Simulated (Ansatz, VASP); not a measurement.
# Two plane-wave programs on BP

```
B P
1.0
     0.00000    2.45052    2.17824
     2.45052    0.00000    2.17824
     2.45052    2.45052    0.00000
B P
1 1
Direct
  0.00000 0.00000 0.00000
  0.75000 0.75000 0.75000
```

Change from the starting cell: strain +0.080 along x and y, -0.040 along z, atoms carried along.

Alike in both runs: task single point; functional PBE; k mesh 10 × 10 × 10; occupations gaussian, width 0.05 eV; no spin polarisation.

|  | VASP | Ansatz |
| --- | --- | --- |
| version | VASP 6.6.1 | Ansatz 0.2.0 |
| potentials or method | VASP PAW PBE potentials, release 64 (B, P), cutoff 520 eV | scalar-relativistic, plane waves, PAW |
| valence electrons in the cell | 8 | 8 |

Ansatz gave:

- gap on the k mesh at the Fermi level (eV): none
- pressure (GPa): -14.1
- traceless stress, the component that is largest in VASP (GPa): 15.93

Q: What did VASP give for the same quantities?

A: gap on the k mesh at the Fermi level (eV): none; pressure (GPa): -14.2; traceless stress, the component that is largest in VASP (GPa): 15.95.

A gap of «none» marks a metal or a gap that the smearing closes.
